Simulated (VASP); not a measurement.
# CdS (P6_3mc) in VASP: notebook

Runs on CdS. Level: r2SCAN. Tasks: single point.

All numbers are computed with VASP 6.6.1; they aren't measurements. Logs are shortened: lines on timing, memory, paths and dates and some standing lists are left out, and cuts for length are marked.

## (1) The cell of the first run

Symmetry: P6_3mc, No. 186, hexagonal system. The conventional cell has a = 4.081 Å, b = 4.081 Å, c = 6.847 Å, α = 90.00°, β = 90.00°, γ = 120.00°. Within 3.3 Å of Cd (site symmetry 3m) lie 4 S at 2.50 to 2.58 Å. Within 3.3 Å of S (site symmetry 3m) lie 4 Cd at 2.50 to 2.58 Å.

## (2) Single point, r2SCAN (in-plane strain -0.02)

File POSCAR:

```
CdS
1.0
    4.0805182010      0.0000000000      0.0000000000
   -2.0402591005      3.5338324227      0.0000000000
    0.0000000000      0.0000000000      6.8474432938
Cd S
2 2
Direct
    0.3333333333      0.6666666667     -0.0009613637
    0.6666666667      0.3333333333      0.4990386363
    0.3333333333      0.6666666667      0.3759613637
    0.6666666667      0.3333333333      0.8759613637
```

File INCAR.step1:

```
SYSTEM = CdS
ALGO = Normal ; EDIFF = 1E-4
ENCUT = 520 ; GGA = PE
ISMEAR = 0 ; LASPH = .TRUE.
LCHARG = .FALSE. ; LREAL = .FALSE.
LWAVE = .TRUE. ; NBANDS = 26
NELM = 80 ; PREC = Accurate
SIGMA = 0.01
```

File INCAR.step2:

```
SYSTEM = CdS
ALGO = Normal ; EDIFF = 1E-7
ENCUT = 520 ; ISIF = 2
ISMEAR = 0 ; ISTART = 1
LASPH = .TRUE. ; LCHARG = .FALSE.
LMIXTAU = .TRUE. ; LREAL = .FALSE.
LWAVE = .FALSE. ; METAGGA = R2SCAN
NBANDS = 26 ; NELM = 80
PREC = Accurate ; SIGMA = 0.01
```

File KPOINTS:

```
k-points
0
G
  6 6 4
  0 0 0
```

Potentials or basis: VASP PAW PBE potentials, release 64 (Cd, S).

The run is started by

```sh
$ cat potpaw_PBE.64/Cd/POTCAR potpaw_PBE.64/S/POTCAR > POTCAR
$ cp INCAR.step1 INCAR
$ mpirun -np 1 vasp_std > vasp.out
$ cp INCAR.step2 INCAR
$ mpirun -np 1 vasp_std > vasp.out
```

OUTCAR:

```text
SYSTEM = CdS
   EDIFF = 1E-7
   ENCUT = 520
   ISIF = 2
   ISMEAR = 0
   ISTART = 1
   LASPH = .TRUE.
   LREAL = .FALSE.
   METAGGA = R2SCAN
   NELM = 80
   PREC = Accurate

 ion  position               nearest neighbor table
   1  0.333  0.667  0.999-   4 2.50   4 2.50   4 2.50   3 2.58
   2  0.667  0.333  0.499-   3 2.50   3 2.50   3 2.50   4 2.58
   3  0.333  0.667  0.376-   2 2.50   2 2.50   2 2.50   1 2.58
   4  0.667  0.333  0.876-   1 2.50   1 2.50   1 2.50   2 2.58

  LATTYP: Found a hexagonal cell.
 ALAT       =     4.0805182010
 C/A-ratio  =     1.6780817917

  Lattice vectors:

 A1 = (   4.0805182010,   0.0000000000,   0.0000000000)
 A2 = (  -2.0402591005,   3.5338324227,   0.0000000000)
 A3 = (   0.0000000000,   0.0000000000,   6.8474432938)

Analysis of symmetry for initial positions (statically):
=====================================================================
 Subroutine PRICEL returns:
 Original cell was already a primitive cell.

 Routine SETGRP: Setting up the symmetry group for a
 hexagonal supercell.

 Subroutine GETGRP returns: Found 12 space group operations
 (whereof  6 operations were pure point group operations)
 out of a pool of 24 trial point group operations.

The static configuration has the point symmetry C_3v.
 The point group associated with its full space group is C_6v.

Analysis of symmetry for dynamics (positions and initial velocities):
=====================================================================
 Subroutine PRICEL returns:
 Original cell was already a primitive cell.

 Routine SETGRP: Setting up the symmetry group for a
 hexagonal supercell.

 Subroutine GETGRP returns: Found 12 space group operations
 (whereof  6 operations were pure point group operations)
 out of a pool of 24 trial point group operations.

The dynamic configuration has the point symmetry C_3v.
 The point group associated with its full space group is C_6v.

 Subroutine INISYM returns: Found 12 space group operations
 (whereof  6 operations are pure point group operations),
 and found     1 'primitive' translations

----------------------------------------------------------------------------------------

                                     Primitive cell

  volume of cell :      98.7392

  direct lattice vectors                    reciprocal lattice vectors
     4.080518201  0.000000000  0.000000000     0.245066913  0.141489448  0.000000000
    -2.040259101  3.533832423  0.000000000     0.000000000  0.282978897  0.000000000
     0.000000000  0.000000000  6.847443294     0.000000000  0.000000000  0.146039910

  length of vectors
     4.080518201  4.080518201  6.847443294     0.282978897  0.282978897  0.146039910

  position of ions in fractional coordinates (direct lattice)
     0.333333333  0.666666667  0.999038636
     0.666666667  0.333333333  0.499038636
     0.333333333  0.666666667  0.375961364
     0.666666667  0.333333333  0.875961364

  ion indices of the primitive-cell ions
   primitive index   ion index
                 1           1
                 2           2
                 3           3
                 4           4

----------------------------------------------------------------------------------------

 KPOINTS: k-points

Automatic generation of k-mesh.
 Grid dimensions read from file:
 generate k-points for:    6    6    4

 Generating k-lattice:

  Cartesian coordinates                     Fractional coordinates (reciprocal lattice)
     0.040844486  0.023581575  0.000000000     0.166666667  0.000000000  0.000000000
     0.000000000  0.047163149  0.000000000     0.000000000  0.166666667  0.000000000
     0.000000000  0.000000000  0.036509977     0.000000000  0.000000000  0.250000000

  Length of vectors
     0.047163149  0.047163149  0.036509977

  Shift w.r.t. Gamma in fractional coordinates (k-lattice)
     0.000000000  0.000000000  0.000000000

 Subroutine IBZKPT returns following result:
 ===========================================

 Found     21 irreducible k-points:

 Following reciprocal coordinates:
            Coordinates               Weight
  0.000000  0.000000  0.000000      1.000000
  0.166667 -0.000000  0.000000      6.000000
  0.333333 -0.000000  0.000000      6.000000
  0.500000 -0.000000  0.000000      3.000000
  0.166667  0.166667  0.000000      6.000000
  0.333333  0.166667  0.000000     12.000000
[... 13 lines left out ...]
  0.333333  0.166667  0.500000     12.000000
  0.333333  0.333333  0.500000      2.000000
   k-points           NKPTS =     21   k-points in BZ     NKDIM =     21   number of bands    NBANDS=     26
   number of dos      NEDOS =    301   number of ions     NIONS =      4
   total plane-waves  NPLWV =  48600
   dimension x,y,z NGX =    30 NGY =   30 NGZ =   54
   dimension x,y,z NGXF=    60 NGYF=   60 NGZF=  108
   ions per type =               2   2
   NGX,Y,Z   is equivalent  to a cutoff of  12.22, 12.22, 13.11 a.u.
   NGXF,Y,Z  is equivalent  to a cutoff of  24.44, 24.44, 26.22 a.u.
 SYSTEM =  CdS
   PREC   = accura    normal or accurate (medium, high low for compatibility)
   ISTART =      1    job   : 0-new  1-cont  2-samecut
   ICHARG =      0    charge: 1-file 2-atom 10-const
   ISPIN  =      1    spin polarized calculation?
   LNONCOLLINEAR =      F non collinear calculations
   LSORBIT =      F    spin-orbit coupling
   LASPH  =      T    aspherical Exc in radial PAW
   ENCUT  =  520.0 eV  38.22 Ry    6.18 a.u.   7.59  7.59 12.73*2*pi/ulx,y,z
   NELM   =     80;   NELMIN=  2; NELMDL=  0     # of ELM steps
   EDIFF  = 0.1E-06   stopping-criterion for ELM
   LREAL  =      F    real-space projection
   EDIFFG = 0.1E-05   stopping-criterion for IOM
   NSW    =      0    number of steps for IOM
   IBRION =     -1    ionic relax: 0-MD 1-quasi-New 2-CG
   NFREE  =      0    steps in history (QN), initial steepest desc. (CG)
   ISIF   =      2    stress and relaxation
   ISYM   =      2    0-nonsym 1-usesym 2-fastsym
   POTIM  = 0.5000    time-step for ionic-motion
   TEBEG  =    0.0;   TEEND  =   0.0 temperature during run
   PSTRESS=    0.0 pullay stress
   NELECT =      36.0000    total number of electrons
   NUPDOWN=      -1.0000    fix difference up-down
   EMIN   =  10.00;   EMAX   =-10.00  energy-range for DOS
   EFERMI =   0.00;   METHOD = LEGACY
   ISMEAR =     0;   SIGMA  =   0.01  broadening in eV -4-tet -1-fermi 0-gaus
   EFERMI_NEDOS =   21; number of points for ismear=-14 and -15
   IALGO  =     38    algorithm
   IMIX   =      4    mixing-type and parameters
     AMIX     =   0.40;   BMIX     =  1.00
     AMIX_MAG =   1.60;   BMIX_MAG =  1.00
  volume/ion in A,a.u.               =      24.68       166.58
  Fermi-wavevector in a.u.,A,eV,Ry     =   1.169533  2.210097 18.610145  1.367807
  Thomas-Fermi vector in A             =   2.306004
   LORBIT       =      0    0 simple, 1 ext, 2 COOP (PROOUT), +10 PAW based schemes
   METAGGA = R2SCAN    functional components
   LHFCALC =     F    Hartree Fock is set to
   AEXX    =    0.0000 exact exchange contribution
   IVDW    =     0    specifies the selected vdW correction
   LEPSILON=     F    determine dielectric tensor
   LRPA    =     F    only Hartree local field effects (RPA)
 non-spin polarized calculation
 Gauss-broadening in eV      SIGMA  =   0.01
  energy-cutoff  :      520.00
  volume of cell :       98.74
 maximum number of plane-waves:      2714
   NGX = 15   NGY = 15   NGZ = 25

 number of electron      36.0000005 magnetization

 Free energy of the ion-electron system (eV)
  ---------------------------------------------------
  ext. energy  EPLUGINS =         0.00000000
  ---------------------------------------------------
  free energy    TOTEN  =       -59.33449722 eV

  energy without entropy =      -59.33449722  energy(sigma->0) =      -59.33449722

 E-fermi :   1.2014     XC(G=0):  -9.7523

 val. band max:        1.1284002429   @ k =   0.0000   0.0000   0.0000
 cond. band min:       2.7694500270   @ k =   0.0000   0.0000   0.0000
 fundamental gap:      1.6410497841
 Fermi energy:         1.2013777021

 k-point     1 :       0.0000    0.0000    0.0000
  band No.  band energies     occupation
      1     -11.8230      2.00000
      2     -11.4127      2.00000
      3      -6.8886      2.00000
      4      -6.8885      2.00000
      5      -6.8515      2.00000
      6      -6.8065      2.00000
[... 18 lines left out ...]
     25       9.2950      0.00000
     26       9.2950      0.00000

 k-point     2 :       0.1667   -0.0000    0.0000
  band No.  band energies     occupation
      1     -11.7225      2.00000
      2     -11.3642      2.00000
      3      -6.8437      2.00000
      4      -6.8303      2.00000
      5      -6.7954      2.00000
      6      -6.7458      2.00000
[... 18 lines left out ...]
     25       9.0956      0.00000
     26       9.9125      0.00000

 k-point     3 :       0.3333   -0.0000    0.0000
  band No.  band energies     occupation
      1     -11.5074      2.00000
      2     -11.2800      2.00000
      3      -6.7714      2.00000
      4      -6.7696      2.00000
      5      -6.6246      2.00000
      6      -6.6175      2.00000
[... 18 lines left out ...]
     25       9.7890      0.00000
     26      10.6080      0.00000

 k-point     4 :       0.5000   -0.0000    0.0000
  band No.  band energies     occupation
      1     -11.3827      2.00000
      2     -11.2551      2.00000
      3      -6.7542      2.00000
      4      -6.7472      2.00000
      5      -6.5676      2.00000
      6      -6.5158      2.00000
[... 18 lines left out ...]
     25       9.7474      0.00000
     26      12.0786      0.00000
[... 409 lines left out ...]
      1     -11.4253      2.00000
      2     -11.4253      2.00000
      3      -6.7389      2.00000
      4      -6.7389      2.00000
      5      -6.7026      2.00000
      6      -6.7026      2.00000
[... 18 lines left out ...]
     25       9.6950      0.00000
     26       9.6950      0.00000

 k-point    20 :       0.3333    0.1667    0.5000
  band No.  band energies     occupation
      1     -11.3122      2.00000
      2     -11.3122      2.00000
      3      -6.6873      2.00000
      4      -6.6873      2.00000
      5      -6.6547      2.00000
      6      -6.6547      2.00000
[... 18 lines left out ...]
     25      10.1863      0.00000
     26      10.1863      0.00000

 k-point    21 :       0.3333    0.3333    0.5000
  band No.  band energies     occupation
      1     -11.2759      2.00000
      2     -11.2759      2.00000
      3      -6.6646      2.00000
      4      -6.6646      2.00000
      5      -6.6363      2.00000
      6      -6.6363      2.00000
[... 18 lines left out ...]
     25      10.9044      0.00000
     26      10.9044      0.00000

------------------------ aborting loop because EDIFF is reached ----------------------------------------

  FORCE on cell =-STRESS in cart. coord.  units (eV):
  Direction    XX          YY          ZZ          XY          YZ          ZX
  --------------------------------------------------------------------------------------
  -------------------------------------------------------------------------------------
  Total        2.1573857      2.1573857     -0.0526437      0.0000000     -0.0000000      0.0000000
  in kB       35.0064984     35.0064984     -0.8542152      0.0000000     -0.0000000      0.0000000
  external PRESSURE =      23.0529272 kB  Pullay stress =       0.0000000 kB

 VOLUME and BASIS-vectors are now :
 -----------------------------------------------------------------------------
  energy-cutoff  :      520.00
  volume of cell :       98.74
      direct lattice vectors                 reciprocal lattice vectors
     4.080518201  0.000000000  0.000000000     0.245066913  0.141489448  0.000000000
    -2.040259101  3.533832423  0.000000000     0.000000000  0.282978897  0.000000000
     0.000000000  0.000000000  6.847443294     0.000000000  0.000000000  0.146039910

 POSITION                                       TOTAL-FORCE (eV/Angst)
 -----------------------------------------------------------------------------------
     -0.00000      2.35589      6.84086        -0.000000      0.000000      0.258133
      2.04026      1.17794      3.41714         0.000000     -0.000000      0.258133
     -0.00000      2.35589      2.57437        -0.000000      0.000000     -0.258133
      2.04026      1.17794      5.99810         0.000000     -0.000000     -0.258133
 -----------------------------------------------------------------------------------
    total drift:                                0.000000      0.000000      0.001552

  FREE ENERGIE OF THE ION-ELECTRON SYSTEM (eV)
  ---------------------------------------------------
  free  energy   TOTEN  =       -59.3344972240 eV

  energy  without entropy=      -59.3344972240  energy(sigma->0) =      -59.33449722
```

Wall time 1.9 min (1 thread of AMD EPYC 9R45 (Zen 5), shared host); peak memory 0.21 GiB.

What came out:

* Free energy: -59.3345 eV
* Pressure: 2.3 GPa
* Largest force: 0.258 eV/Å
* Band gap on the k mesh: 1.64 eV

Forces on the atoms (eV/Å):
```
Cd   0.000  0.000  0.258
Cd   0.000  0.000  0.258
S    0.000  0.000 -0.258
S    0.000  0.000 -0.258
```

Caveat: the cell differs from its parent crystal (in-plane strain -0.02); the PAW data sets were made with another functional, which shifts forces and pressure a little.

## (3) Single point, r2SCAN (in-plane strain -0.02, then relaxed in part)

File POSCAR:

```
CdS
1.0
    4.0805182010      0.0000000000      0.0000000000
   -2.0402591005      3.5338324227      0.0000000000
    0.0000000000      0.0000000000      6.8949723213
Cd S
2 2
Direct
    0.3333333333      0.6666666667      0.0036341526
    0.6666666667      0.3333333333      0.5036341526
    0.3333333333      0.6666666667      0.3713658474
    0.6666666667      0.3333333333      0.8713658474
```

File INCAR.step1:

```
SYSTEM = CdS
PREC = Accurate
ENCUT = 520
ISMEAR = 0
SIGMA = 0.01
LREAL = .False.
LASPH = .True.
NELM = 60
NBANDS = 26
GGA = PE
ALGO = Normal
EDIFF = 1E-4
LWAVE = .True.
LCHARG = .False.
```

File INCAR.step2:

```
SYSTEM = CdS
PREC = Accurate
ENCUT = 520
EDIFF = 1E-7
ISMEAR = 0
SIGMA = 0.01
LREAL = .False.
LASPH = .True.
NELM = 60
ALGO = Normal
ISIF = 2
LWAVE = .False.
LCHARG = .True.
METAGGA = R2SCAN
LMIXTAU = .True.
LELF = .True.
LVHAR = .True.
NBANDS = 26
ISTART = 1
```

File KPOINTS:

```
Automatic mesh
0
Gamma
  6 6 4
  0 0 0
```

Potentials or basis: VASP PAW PBE potentials, release 64 (Cd, S).

The run is started by

```sh
$ cat potpaw_PBE.64/Cd/POTCAR potpaw_PBE.64/S/POTCAR > POTCAR
$ cp INCAR.step1 INCAR
$ mpirun -np 1 vasp_std > vasp.out
$ cp INCAR.step2 INCAR
$ mpirun -np 1 vasp_std > vasp.out
```

OUTCAR:

```text
SYSTEM = CdS
   PREC = Accurate
   ENCUT = 520
   EDIFF = 1E-7
   ISMEAR = 0
   LREAL = .False.
   LASPH = .True.
   NELM = 60
   ISIF = 2
   METAGGA = R2SCAN
   ISTART = 1

 ion  position               nearest neighbor table
   1  0.333  0.667  0.004-   4 2.53   4 2.53   4 2.53   3 2.54
   2  0.667  0.333  0.504-   3 2.53   3 2.53   3 2.53   4 2.54
   3  0.333  0.667  0.371-   2 2.53   2 2.53   2 2.53   1 2.54
   4  0.667  0.333  0.871-   1 2.53   1 2.53   1 2.53   2 2.54

  LATTYP: Found a hexagonal cell.
 ALAT       =     4.0805182010
[... 804 lines left out ...]
  --------------------------------------------------------------------------------------
  -------------------------------------------------------------------------------------
  Total        1.4093110      1.4093110      0.2109911      0.0000000      0.0000000      0.0000000
  in kB       22.7103399     22.7103399      3.4000165      0.0000000      0.0000000      0.0000000
  external PRESSURE =      16.2735655 kB  Pullay stress =       0.0000000 kB

 VOLUME and BASIS-vectors are now :
 -----------------------------------------------------------------------------
  energy-cutoff  :      520.00
  volume of cell :       99.42
      direct lattice vectors                 reciprocal lattice vectors
     4.080518201  0.000000000  0.000000000     0.245066913  0.141489448  0.000000000
    -2.040259101  3.533832423  0.000000000     0.000000000  0.282978897  0.000000000
     0.000000000  0.000000000  6.894972321     0.000000000  0.000000000  0.145033215

 POSITION                                       TOTAL-FORCE (eV/Angst)
 -----------------------------------------------------------------------------------
     -0.00000      2.35589      0.02506        -0.000000      0.000000      0.004586
      2.04026      1.17794      3.47254         0.000000     -0.000000      0.004586
     -0.00000      2.35589      2.56056         0.000000      0.000000     -0.004586
      2.04026      1.17794      6.00804         0.000000      0.000000     -0.004586
 -----------------------------------------------------------------------------------
    total drift:                               -0.000000     -0.000000      0.006743

  FREE ENERGIE OF THE ION-ELECTRON SYSTEM (eV)
  ---------------------------------------------------
  free  energy   TOTEN  =       -59.3522209016 eV

  energy  without entropy=      -59.3522209016  energy(sigma->0) =      -59.35222090
```

OUTCAR.step1:

```text
SYSTEM = CdS
   PREC = Accurate
   ENCUT = 520
   ISMEAR = 0
   LREAL = .False.
   LASPH = .True.
   NELM = 60
[... 833 lines left out ...]
      2.04026      1.17794      3.47254        -0.000000     -0.000000      0.004396
     -0.00000      2.35589      2.56056         0.000000      0.000000     -0.004396
      2.04026      1.17794      6.00804         0.000000      0.000000     -0.004396
 -----------------------------------------------------------------------------------
    total drift:                               -0.000000     -0.000000      0.001538

  FREE ENERGIE OF THE ION-ELECTRON SYSTEM (eV)
  ---------------------------------------------------
  free  energy   TOTEN  =       -12.2349503563 eV

  energy  without entropy=      -12.2349503563  energy(sigma->0) =      -12.23495036
```

It took 2 min on 1 thread of AMD EPYC 9R45 (Zen 5), shared host; peak memory 0.21 GiB.

Results:

* Free energy: -59.3522 eV
* Pressure: 1.6 GPa
* Largest force: 0.005 eV/Å
* Band gap on the k mesh: 1.58 eV

Forces on the atoms (eV/Å):
```
Cd   0.000  0.000  0.005
Cd   0.000  0.000  0.005
S    0.000  0.000 -0.005
S    0.000  0.000 -0.005
```

Levels at points of the mesh, in eV from the valence-band top:
```csv
k point,band 15,band 16,band 17,band 18,band 19,band 20,band 21,band 22
"(0.00, 0.00, 0.00)",-0.73,-0.19,0.00,0.00,1.58,3.50,6.93,7.13
"(0.50, 0.00, 0.00)",-2.80,-1.86,-1.45,-0.76,4.09,4.39,5.20,6.64
"(0.00, 0.00, 0.50)",-0.38,-0.38,-0.38,-0.38,3.36,3.36,6.50,6.50
"(0.50, 0.00, 0.50)",-1.54,-1.54,-1.34,-1.34,3.73,3.73,5.78,5.78
```

Caveat: the cell differs from its parent crystal (in-plane strain -0.02, then relaxed in part); the PAW data sets were made with another functional, which shifts forces and pressure a little.

(Continued in part 2 of 2.)
